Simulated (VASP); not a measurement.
YPt3F2, 6 atoms in the cell. Symmetry: P6/mmm, No. 191, hexagonal system. Conventional cell: a = 4.903 Å, b = 4.903 Å, c = 5.499 Å, α = 90.00°, β = 90.00°, γ = 120.00°. Y (site symmetry 6/mmm) has 6 F at 2.83 Å and 12 Pt at 3.68 Å within 3.7 Å. Pt (site symmetry mmm) has 4 Pt at 2.45 Å and 4 F at 3.09 Å within 3.2 Å. F (site symmetry -6m2) has 3 F at 2.83 Å and 3 Y at 2.83 Å and 6 Pt at 3.09 Å within 3.7 Å. 

| Item | Value |
| --- | --- |
| Program | VASP 6.6.1 |
| Task | relaxation of cell and atoms |
| Functional | PBE |
| Potentials or basis | VASP PAW PBE potentials, release 64 (Y_sv, Pt, F) |
| Cutoff | 600 eV |
| k mesh | 6 × 6 × 4 |
| Occupations | gaussian, width 0.1 eV |
| Spin | no spin polarisation |
| Dipole correction | no |
| Further INCAR settings | ALGO = Normal; EDIFF = 1e-07; IBRION = 2; EDIFFG = -0.04; NSW = 90; ISIF = 3 |

Potentials or basis: VASP PAW PBE potentials, release 64 (Y_sv, Pt, F).

Launch:

```bash
$ cat potpaw_PBE.64/Y_sv/POTCAR potpaw_PBE.64/Pt/POTCAR potpaw_PBE.64/F/POTCAR > POTCAR
$ mpirun -np 1 vasp_std > vasp.out
```

Hardware: 1 thread of Intel(R) Xeon(R) 6975P-C (Granite Rapids) (shared host).

Question: How long does it take, and how much memory?

Answer: It took 3.9 min on 1 thread of Intel(R) Xeon(R) 6975P-C (Granite Rapids) (shared host), peak memory 0.36 GiB. Counts: scf iterations 43, k points 21, ion steps 3.
